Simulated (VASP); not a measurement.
# Tl2BiN3 (Cmmm) in VASP: further runs, part 2 of 2

VASP 6.6.1. The steps go on from the part before.

## Step 3: Relaxation of cell and atoms, PBEsol

This run uses another cell than the first one, of 19.86 Å³/atom.

File INCAR:

```
PREC = Accurate ; ENCUT = 600
EDIFF = 1E-6 ; ISMEAR = -1
SIGMA = 0.03 ; LREAL = False
LASPH = True ; NELM = 80
ALGO = Normal ; ISIF = 3
LWAVE = False ; LCHARG = False
GGA = PS ; IBRION = 2
NSW = 100 ; EDIFFG = -0.01
```

File KPOINTS:

```
regular mesh
0
Gamma
  4 4 6
```

File POSCAR:

```
Tl2BiN3
1.0
    2.6152229300     -5.5329742100      0.0000000000
    2.6152229300      5.5329742100      0.0000000000
    0.0000000000      0.0000000000      4.1185127300
Tl Bi N
2 1 3
Direct
    0.6549724600      0.3450275400      0.5000000000
    0.3450275400      0.6549724600      0.5000000000
    0.0000000000      0.0000000000      0.0000000000
    0.1453886500      0.8546113500      0.5000000000
    0.8546113500      0.1453886500      0.5000000000
    0.5000000000      0.5000000000      0.0000000000
```

Potentials or basis: VASP PAW PBE potentials, release 64 (Tl_d, Bi_d, N).

On the command line:

```bash
$ cat potpaw_PBE.64/Tl_d/POTCAR potpaw_PBE.64/Bi_d/POTCAR potpaw_PBE.64/N/POTCAR > POTCAR
$ mpirun -np 1 vasp_std > vasp.out
```

OUTCAR:

```text
PREC = Accurate
   ENCUT = 600
   EDIFF = 1E-6
   ISMEAR = -1
   LREAL = False
   LASPH = True
   NELM = 80
   ISIF = 3
   GGA = PS
   IBRION = 2
   NSW = 100
   EDIFFG = -0.01

 ion  position               nearest neighbor table
   1  0.655  0.345  0.500-   5 2.21   4 2.62   4 2.62   6 2.68   6 2.68   2 3.36   2 3.36   2 3.43
                             3 3.74   3 3.74   3 3.74   3 3.74
   2  0.345  0.655  0.500-   4 2.21   5 2.62   5 2.62   6 2.68   6 2.68   1 3.36   1 3.36   1 3.43
                             3 3.74   3 3.74   3 3.74   3 3.74
   3  0.000  0.000  0.000-   4 2.61   5 2.61   4 2.61   5 2.61   6 2.62   6 2.62   2 3.74   2 3.74
                             1 3.74   1 3.74   1 3.74   2 3.74   2 3.74   1 3.74
   4  0.145  0.855  0.500-   2 2.21   3 2.61   3 2.61   1 2.62   1 2.62
   5  0.855  0.145  0.500-   1 2.21   3 2.61   3 2.61   2 2.62   2 2.62
   6  0.500  0.500  0.000-   3 2.62   3 2.62   1 2.68   1 2.68   2 2.68   2 2.68

  LATTYP: Found a base centered orthorhombic cell.
 ALAT       =     5.2304458600
 B/A-ratio  =     2.1156797558
 C/A-ratio  =     0.7874114063

  Lattice vectors:

 A1 = (   2.6152229300,  -5.5329742100,   0.0000000000)
 A2 = (   2.6152229300,   5.5329742100,   0.0000000000)
 A3 = (   0.0000000000,   0.0000000000,   4.1185127300)

Analysis of symmetry for initial positions (statically):
[... 299 lines left out ...]

[... ionic steps 4 to 12 ...]

--------------------------------------- Ionic step       13  -------------------------------------------

 number of electron      55.9999999 magnetization

------------------------ aborting loop because EDIFF is reached ----------------------------------------
[... 75 lines left out ...]
--------------------------------------- Ionic step       15  -------------------------------------------

 number of electron      55.9999999 magnetization

 Free energy of the ion-electron system (eV)
  ---------------------------------------------------
  ext. energy  EPLUGINS =         0.00000000
  ---------------------------------------------------
  free energy    TOTEN  =       -29.84039798 eV

  energy without entropy =      -29.83593220  energy(sigma->0) =      -29.83816509

 E-fermi :   7.3898     XC(G=0): -11.1613

 val. band max:        7.3708361441   @ k =  -0.2500   0.2500   0.1667
 cond. band min:       7.4244779377   @ k =  -0.2500   0.2500   0.3333
 fundamental gap:      0.0536417935
 Fermi energy:         7.3897666005

 k-point     1 :       0.0000    0.0000    0.0000
  band No.  band energies     occupation
      1     -15.6359      2.00000
      2     -15.5665      2.00000
      3     -15.5580      2.00000
      4     -15.5370      2.00000
      5     -15.5181      2.00000
      6      -8.7859      2.00000
[... 853 lines left out ...]
     32      10.7131      0.00000
     33      10.8362      0.00000

 [... further k-points ...]

------------------------ aborting loop because EDIFF is reached ----------------------------------------

  FORCE on cell =-STRESS in cart. coord.  units (eV):
  Direction    XX          YY          ZZ          XY          YZ          ZX
  --------------------------------------------------------------------------------------
  -------------------------------------------------------------------------------------
  Total        0.0104951     -0.0275862     -0.0210328      0.0000000      0.0000000      0.0000000
  in kB        0.1683583     -0.4425279     -0.3374006      0.0000000      0.0000000      0.0000000
  external PRESSURE =      -0.2038567 kB  Pullay stress =       0.0000000 kB
[... 21 lines left out ...]
  FREE ENERGIE OF THE ION-ELECTRON SYSTEM (eV)
  ---------------------------------------------------
  free  energy   TOTEN  =       -29.8403979807 eV

  energy  without entropy=      -29.8359322032  energy(sigma->0) =      -29.83816509

 reached required accuracy - stopping structural energy minimisation
```

OSZICAR:

```text
N       E                     dE             d eps       ncg     rms          rms(c)
DAV:   1     0.518755164419E+03    0.51876E+03   -0.31579E+04  1848   0.197E+03
DAV:   2     0.212162771577E+02   -0.49754E+03   -0.48796E+03  2032   0.480E+02
DAV:   3    -0.310059022567E+02   -0.52222E+02   -0.50734E+02  2283   0.146E+02
[... 134 lines left out ...]
DAV:   1    -0.298407662323E+02   -0.44781E-03   -0.22936E-02  1963   0.111E+00    0.110E-01
DAV:   2    -0.298404835447E+02    0.28269E-03   -0.95981E-04  2230   0.274E-01    0.554E-02
DAV:   3    -0.298404053280E+02    0.78217E-04   -0.18098E-04  2319   0.129E-01    0.300E-02
DAV:   4    -0.298403983879E+02    0.69401E-05   -0.24465E-05  2571   0.364E-02    0.709E-03
DAV:   5    -0.298403979807E+02    0.40721E-06   -0.12163E-06  1158   0.791E-03
  15 F= -.29840398E+02 E0= -.29838165E+02  d E =-.795291E-04
```

It took 13 min on 1 thread of Intel Xeon 6975P-C (Granite Rapids), shared host; peak memory 0.37 GiB.

What came out:

| Item | Value |
| --- | --- |
| Free energy | -29.8404 eV |
| Relaxed volume | 16.65 Å³/atom |
| Relaxed cell | a = 6.008 Å, b = 6.008 Å, c = 3.719 Å, α = 90.00°, β = 90.00°, γ = 131.92° |
| Space group after relaxing (to 0.1 Å) | Cmmm (No. 65) |
| Energy gained by relaxing | 168.2 meV/atom |
| Ionic steps | 15 |
| Pressure after relaxing | 0.0 GPa |
| Largest force after relaxing | 0.010 eV/Å |
| Band gap on the k mesh | zero (bands 28 and 29 overlap by 2.02 eV) |

Forces in eV/Å, atoms in the order of the input:
```
Tl   0.000 -0.010  0.000
Tl   0.000  0.010  0.000
Bi   0.000  0.000  0.000
N    0.000  0.000  0.000
N    0.000  0.000  0.000
N    0.000  0.000  0.000
```

The path:
```
step  energy change (eV)  largest force (eV/Å)  pressure (GPa)  volume (Å³)
   1              0.0000                0.8774          -11.66       119.19
   2             -0.8611                0.6550            6.23        95.92
   3             -0.9217                0.7627            1.20        99.89
   4             -0.9895                0.2976            0.37        99.92
   5             -0.9902                0.2532            0.41        99.92
   6             -1.0004                0.1609           -0.37       100.50
   7             -1.0031                0.0780           -1.03       100.99
   8             -1.0085                0.0168           -0.19       100.09
   9             -1.0086                0.0351            0.00        99.91
  10             -1.0091                0.0107            0.04        99.84
  11             -1.0092                0.0228            0.06        99.79
  12             -1.0092                0.0198            0.06        99.80
  13             -1.0092                0.0128            0.05        99.82
  14             -1.0092                0.0191            0.06        99.80
  15             -1.0092                0.0096           -0.02        99.88
```

Final structure:
```xyz
6
Lattice="2.4475 -5.4866 0.0000 2.4475 5.4866 0.0000 0.0000 0.0000 3.7189" Properties=species:S:1:pos:R:3 pbc="T T T"
Tl    2.4475   -1.6437    1.8595
Tl    2.4475    1.6437    1.8595
Bi    0.0000    0.0000    0.0000
N     2.4475    3.9046    1.8595
N     2.4475   -3.9046    1.8595
N     2.4475    0.0000    0.0000
```

Caveat: the volume moved by over 15 % at a fixed basis, so the end points are rough; the PAW data sets were made with another functional, which shifts forces and pressure a little; spin-orbit coupling is left out, which moves the levels of the heavy elements.

The gap in the log of VASP goes by the Fermi energy; the results here count the filled bands.